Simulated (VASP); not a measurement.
# CrO2 (P4_2/mnm) in VASP: single point with PBE+U

Aim: the single point of CrO2 with PBE+U.

Everything below comes from runs of VASP 6.6.1. Logs are shortened: lines on timing, memory, paths and dates and some standing lists are left out, and cuts for length are marked.

## (1) The cell of the first run

It takes space group P4_2/mnm (No. 136, tetragonal). Conventional cell: a = 4.421 Å, b = 4.421 Å, c = 2.917 Å, α = 90.00°, β = 90.00°, γ = 90.00°. Cr (site symmetry mmm) has 6 O at 1.88 to 1.92 Å within 2.5 Å. Within 2.5 Å of O (site symmetry m2m) lie 3 Cr at 1.88 to 1.92 Å and 1 O at 2.49 Å.

## (2) Single point, PBE+U, collinear spin, antiferromagnetic start

Input file INCAR:

```
  ALGO = Normal
  EDIFF = 1E-6
  ENCUT = 600
  GGA = PE
  GGA_COMPAT = False
  ISIF = 2
  ISMEAR = 0
  ISPIN = 2
  LASPH = True
  LCHARG = True
  LDAU = True
  LDAUJ = 0.5 0
  LDAUL = 2 -1
  LDAUPRINT = 1
  LDAUTYPE = 1
  LDAUU = 4 0
  LELF = True
  LMAXMIX = 4
  LORBIT = 11
  LREAL = False
  LVHAR = True
  LWAVE = False
  MAGMOM = 2 -2 0 0 0 0
  NBANDS = 39
  NELM = 200
  PREC = Accurate
  SIGMA = 0.05
```

Input file KPOINTS:

```
k-points
0
Gamma
  4 4 6
```

Input file POSCAR:

```
CrO2
1.0
    4.4210008300      0.0000000000      0.0000000000
    0.0000000000      4.4210008300      0.0000000000
    0.0000000000      0.0000000000      2.9170005500
Cr O
2 4
Direct
    0.0000000000      0.0000000000      0.0000000000
    0.5000000000      0.5000000000      0.5000000000
    0.3010000000      0.3010000000      0.0000000000
    0.1990000000      0.8010000000      0.5000000000
    0.6990000000      0.6990000000      0.0000000000
    0.8010000000      0.1990000000      0.5000000000
```

Potentials or basis: VASP PAW PBE potentials, release 64 (Cr_sv, O).

Started as:

```
$ cat potpaw_PBE.64/Cr_sv/POTCAR potpaw_PBE.64/O/POTCAR > POTCAR
$ mpirun -np 1 vasp_std > vasp.out
```

OUTCAR:

```text
EDIFF = 1E-6
   ENCUT = 600
   GGA = PE
   ISIF = 2
   ISMEAR = 0
   ISPIN = 2
   LASPH = True
   LORBIT = 11
   LREAL = False
   NELM = 200
   PREC = Accurate

 ion  position               nearest neighbor table
   1  0.000  0.000  0.000-   3 1.88   5 1.88   4 1.92   6 1.92   4 1.92   6 1.92
   2  0.500  0.500  0.500-   4 1.88   6 1.88   5 1.92   3 1.92   3 1.92   5 1.92
   3  0.301  0.301  0.000-   1 1.88   2 1.92   2 1.92
   4  0.199  0.801  0.500-   2 1.88   1 1.92   1 1.92
   5  0.699  0.699  0.000-   1 1.88   2 1.92   2 1.92
   6  0.801  0.199  0.500-   2 1.88   1 1.92   1 1.92

  LATTYP: Found a simple tetragonal cell.
 ALAT       =     4.4210008300
 C/A-ratio  =     0.6598054744

  Lattice vectors:

 A1 = (   4.4210008300,   0.0000000000,   0.0000000000)
 A2 = (   0.0000000000,   4.4210008300,   0.0000000000)
 A3 = (   0.0000000000,   0.0000000000,   2.9170005500)

Analysis of symmetry for initial positions (statically):
=====================================================================
 Subroutine PRICEL returns:
 Original cell was already a primitive cell.

 Routine SETGRP: Setting up the symmetry group for a
 simple tetragonal supercell.

 Subroutine GETGRP returns: Found 16 space group operations
 (whereof  8 operations were pure point group operations)
 out of a pool of 16 trial point group operations.

The static configuration has the point symmetry D_2h.
 The point group associated with its full space group is D_4h.

Analysis of symmetry for dynamics (positions and initial velocities):
=====================================================================
 Subroutine PRICEL returns:
 Original cell was already a primitive cell.

 Routine SETGRP: Setting up the symmetry group for a
 simple tetragonal supercell.

 Subroutine GETGRP returns: Found 16 space group operations
 (whereof  8 operations were pure point group operations)
 out of a pool of 16 trial point group operations.

The dynamic configuration has the point symmetry D_2h.
 The point group associated with its full space group is D_4h.

Analysis of structural, dynamic, and magnetic symmetry:
=====================================================================
 Subroutine PRICEL returns:
 Original cell was already a primitive cell.

 Routine SETGRP: Setting up the symmetry group for a
 simple tetragonal supercell.

 Subroutine GETGRP returns: Found 16 space group operations
 (whereof  8 operations were pure point group operations)
 out of a pool of 16 trial point group operations.

The overall configuration has the point symmetry D_2h.
 The point group associated with its full space group is D_4h.

 Subroutine INISYM returns: Found 16 space group operations
 (whereof  8 operations are pure point group operations),
 and found     1 'primitive' translations

----------------------------------------------------------------------------------------

                                     Primitive cell

  volume of cell :      57.0135

  direct lattice vectors                    reciprocal lattice vectors
     4.421000830  0.000000000  0.000000000     0.226193127  0.000000000  0.000000000
     0.000000000  4.421000830  0.000000000     0.000000000  0.226193127  0.000000000
     0.000000000  0.000000000  2.917000550     0.000000000  0.000000000  0.342817899

  length of vectors
     4.421000830  4.421000830  2.917000550     0.226193127  0.226193127  0.342817899

  position of ions in fractional coordinates (direct lattice)
     0.000000000  0.000000000  0.000000000
     0.500000000  0.500000000  0.500000000
     0.301000000  0.301000000  0.000000000
     0.199000000  0.801000000  0.500000000
[... 154 lines left out ...]
  o =  0.2474  v =  0.0000  0.0000  0.0000  0.0000  0.0000 -0.8581  0.0000  0.5135 -0.0000  0.0000      0.0000  0.0000  0.0000  0.0000  0.0000  0.0000  0.0000  0.0000  0.0000  0.0000
  o =  0.2619  v = -0.0000  0.7071  0.0000 -0.7071 -0.0000  0.0000  0.0000  0.0000  0.0000  0.0000      0.0000  0.0000  0.0000  0.0000  0.0000  0.0000  0.0000  0.0000  0.0000  0.0000
  o =  0.2856  v = -0.7725 -0.0000  0.6350  0.0000 -0.0000  0.0000  0.0000  0.0000  0.0000  0.0000      0.0000  0.0000  0.0000  0.0000  0.0000  0.0000  0.0000  0.0000  0.0000  0.0000
  o =  0.8882  v =  0.0000  0.7071  0.0000  0.7071 -0.0000  0.0000  0.0000  0.0000  0.0000  0.0000      0.0000  0.0000  0.0000  0.0000  0.0000  0.0000  0.0000  0.0000  0.0000  0.0000
  o =  0.8989  v = -0.6350  0.0000 -0.7725  0.0000  0.0000  0.0000  0.0000  0.0000  0.0000  0.0000      0.0000  0.0000  0.0000  0.0000  0.0000  0.0000  0.0000  0.0000  0.0000  0.0000

atom =   2  type =  1  l = 2

 onsite density matrix

spin component  1

  0.1942  0.0000  0.0890  0.0000  0.0000
  0.0000  0.1511  0.0000  0.0853  0.0000
  0.0890  0.0000  0.0987  0.0000  0.0000
  0.0000  0.0853  0.0000  0.1511  0.0000
  0.0000  0.0000  0.0000  0.0000  0.1510

spin component  2

  0.5329  0.0000 -0.3009  0.0000  0.0000
  0.0000  0.5750  0.0000 -0.3132  0.0000
 -0.3009  0.0000  0.6516  0.0000 -0.0000
  0.0000 -0.3132  0.0000  0.5750  0.0000
  0.0000  0.0000 -0.0000  0.0000  0.2261

 occupancies and eigenvectors

  o =  0.0455  v = -0.5135  0.0000  0.8581  0.0000 -0.0000  0.0000  0.0000  0.0000  0.0000  0.0000      0.0000  0.0000  0.0000  0.0000  0.0000  0.0000  0.0000  0.0000  0.0000  0.0000
  o =  0.0658  v =  0.0000 -0.7071  0.0000  0.7071 -0.0000  0.0000  0.0000  0.0000  0.0000  0.0000      0.0000  0.0000  0.0000  0.0000  0.0000  0.0000  0.0000  0.0000  0.0000  0.0000
  o =  0.1510  v = -0.0000 -0.0000  0.0000  0.0000  1.0000  0.0000  0.0000  0.0000  0.0000  0.0000      0.0000  0.0000  0.0000  0.0000  0.0000  0.0000  0.0000  0.0000  0.0000  0.0000
  o =  0.2261  v =  0.0000  0.0000  0.0000  0.0000  0.0000  0.0000 -0.0000  0.0000  0.0000  1.0000      0.0000  0.0000  0.0000  0.0000  0.0000  0.0000  0.0000  0.0000  0.0000  0.0000
  o =  0.2364  v =  0.0000 -0.7071  0.0000 -0.7071 -0.0000  0.0000  0.0000  0.0000  0.0000  0.0000      0.0000  0.0000  0.0000  0.0000  0.0000  0.0000  0.0000  0.0000  0.0000  0.0000
  o =  0.2474  v = -0.8581  0.0000 -0.5135  0.0000 -0.0000  0.0000  0.0000  0.0000  0.0000  0.0000      0.0000  0.0000  0.0000  0.0000  0.0000  0.0000  0.0000  0.0000  0.0000  0.0000
  o =  0.2619  v =  0.0000  0.0000  0.0000  0.0000  0.0000  0.0000 -0.7071  0.0000 -0.7071 -0.0000      0.0000  0.0000  0.0000  0.0000  0.0000  0.0000  0.0000  0.0000  0.0000  0.0000
  o =  0.2856  v =  0.0000  0.0000  0.0000  0.0000  0.0000 -0.7725 -0.0000 -0.6350  0.0000  0.0000      0.0000  0.0000  0.0000  0.0000  0.0000  0.0000  0.0000  0.0000  0.0000  0.0000
  o =  0.8882  v =  0.0000  0.0000  0.0000  0.0000  0.0000  0.0000  0.7071  0.0000 -0.7071  0.0000      0.0000  0.0000  0.0000  0.0000  0.0000  0.0000  0.0000  0.0000  0.0000  0.0000
  o =  0.8989  v =  0.0000  0.0000  0.0000  0.0000  0.0000 -0.6350  0.0000  0.7725  0.0000 -0.0000      0.0000  0.0000  0.0000  0.0000  0.0000  0.0000  0.0000  0.0000  0.0000  0.0000

 number of electron      52.0000014 magnetization      -0.0000000

 Free energy of the ion-electron system (eV)
  ---------------------------------------------------
  ext. energy  EPLUGINS =         0.00000000
  ---------------------------------------------------
  free energy    TOTEN  =       -45.28945268 eV

  energy without entropy =      -45.28941406  energy(sigma->0) =      -45.28943337

 E-fermi :   6.7604     XC(G=0): -11.9386

 val. band max:        6.6772647800   @ k =   0.0000   0.0000   0.5000
 cond. band min:       6.8523209758   @ k =   0.5000   0.0000   0.5000
 fundamental gap:      0.1750561958
 Fermi energy:         6.7603990468

 spin component 1

 k-point     1 :       0.0000    0.0000    0.0000
  band No.  band energies     occupation
      1     -67.0059      1.00000
      2     -64.9300      1.00000
      3     -38.3259      1.00000
      4     -38.3219      1.00000
      5     -38.1166      1.00000
      6     -36.5725      1.00000
[... 973 lines left out ...]
     37      20.4412      0.00000
     38      20.4523      0.00000
 Fermi energy:         6.7603990468

 spin component 2

 k-point     1 :       0.0000    0.0000    0.0000
  band No.  band energies     occupation
      1     -67.0059      1.00000
      2     -64.9300      1.00000
      3     -38.3259      1.00000
      4     -38.3219      1.00000
      5     -38.1166      1.00000
      6     -36.5725      1.00000
[... 973 lines left out ...]
     37      20.4411      0.00000
     38      20.4523      0.00000
 [bands above 38 left out]

------------------------ aborting loop because EDIFF is reached ----------------------------------------

  FORCE on cell =-STRESS in cart. coord.  units (eV):
  Direction    XX          YY          ZZ          XY          YZ          ZX
  --------------------------------------------------------------------------------------
  -------------------------------------------------------------------------------------
  Total        1.3899488      1.3899488      3.5228850      0.0000000      0.0000000      0.0000000
  in kB       39.0599489     39.0599489     98.9991231      0.0000000      0.0000000      0.0000000
  external PRESSURE =      59.0396736 kB  Pullay stress =       0.0000000 kB

 VOLUME and BASIS-vectors are now :
 -----------------------------------------------------------------------------
  energy-cutoff  :      600.00
  volume of cell :       57.01
      direct lattice vectors                 reciprocal lattice vectors
     4.421000830  0.000000000  0.000000000     0.226193127  0.000000000  0.000000000
     0.000000000  4.421000830  0.000000000     0.000000000  0.226193127  0.000000000
     0.000000000  0.000000000  2.917000550     0.000000000  0.000000000  0.342817899

 POSITION                                       TOTAL-FORCE (eV/Angst)
 -----------------------------------------------------------------------------------
      0.00000      0.00000      0.00000         0.000000      0.000000      0.000000
      2.21050      2.21050      1.45850         0.000000      0.000000      0.000000
      1.33072      1.33072      0.00000        -0.233092     -0.233092     -0.000000
      0.87978      3.54122      1.45850         0.233092     -0.233092     -0.000000
      3.09028      3.09028      0.00000         0.233092      0.233092      0.000000
      3.54122      0.87978      1.45850        -0.233092      0.233092      0.000000
 -----------------------------------------------------------------------------------
    total drift:                                0.000000      0.000000      0.000000

  FREE ENERGIE OF THE ION-ELECTRON SYSTEM (eV)
  ---------------------------------------------------
  free  energy   TOTEN  =       -45.2894526753 eV

  energy  without entropy=      -45.2894140584  energy(sigma->0) =      -45.28943337

 total charge

# of ion       s       p       d       tot
------------------------------------------
    1        2.156   6.058   3.283  11.496
    2        2.156   6.058   3.283  11.496
    3        1.566   3.499   0.000   5.065
    4        1.566   3.499   0.000   5.065
    5        1.566   3.499   0.000   5.065
    6        1.566   3.499   0.000   5.065
--------------------------------------------------
tot         10.574  26.111   6.566  43.251

 magnetization (x)

# of ion       s       p       d       tot
------------------------------------------
    1        0.007   0.007   1.808   1.823
    2       -0.007  -0.007  -1.808  -1.823
    3       -0.000  -0.025   0.000  -0.025
    4        0.000   0.025   0.000   0.025
    5       -0.000  -0.025   0.000  -0.025
    6        0.000   0.025   0.000   0.025
--------------------------------------------------
tot          0.000   0.000   0.000   0.000
```

It took 2.1 min on 1 thread of Intel Xeon Platinum 8375C at 2.90GHz (Ice Lake), shared host; peak memory 0.25 GiB.

What came out:

```
Free energy                                           : -45.2895 eV
Pressure                                              : 5.9 GPa
Largest force                                         : 0.330 eV/Å
Net moment                                            : 0.00 μB per cell
Site moments                                          : Cr +1.82, -1.82; O -0.03, +0.03 (each value once) μB
Valence electrons inside the program's atomic spheres : Cr 11.50; O 5.07
```

Forces on the atoms (eV/Å):
```
Cr   0.000  0.000  0.000
Cr   0.000  0.000  0.000
O   -0.233 -0.233  0.000
O    0.233 -0.233  0.000
O    0.233  0.233  0.000
O   -0.233  0.233  0.000
```

Eigenvalues of the final occupation matrices:
```csv
site,spin,trace,eigenvalues
site 1 d,1,2.56,0.23 0.26 0.29 0.89 0.90
site 1 d,2,0.75,0.05 0.07 0.15 0.24 0.25
site 2 d,1,0.75,0.05 0.07 0.15 0.24 0.25
site 2 d,2,2.56,0.23 0.26 0.29 0.89 0.90
```

Caveat: the cell stands under pressure.
